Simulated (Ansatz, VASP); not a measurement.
## One calculation of C, two programs

```
C
1.0
     0.00000    1.77693    1.77693
     1.77693    0.00000    1.77693
     1.77693    1.77693    0.00000
C
2
Cartesian
  0.0000 0.0000 0.0000
  0.8885 0.8885 0.8885
```

Alike in both runs: functional PBEsol; k mesh 12 × 12 × 12; occupations gaussian, width 0.02 eV; no spin polarisation.

Ansatz relaxed the structure, and its values are those at the end. VASP's run is a single point on that final structure, the one shown.

|  | VASP | Ansatz |
| --- | --- | --- |
| version | VASP 6.6.1 | Ansatz 0.2.0 |
| potentials or method | VASP PAW PBE potentials, release 64 (C_h), cutoff 910 eV | scalar-relativistic, plane waves, PAW |
| valence electrons in the cell | 8 | 8 |

|  | VASP | Ansatz | Ansatz less VASP |
| --- | --- | --- | --- |
| gap on the k mesh at the Fermi level (eV) | 4.07 | 4.07 | 0.000 |
| least direct gap on the mesh (eV) | 5.57 | 5.57 | -0.005 |

VASP's potentials were made for PBE, not for PBEsol.

Noted on VASP's run: the cutoff is short for stress, so the pressure is rough.
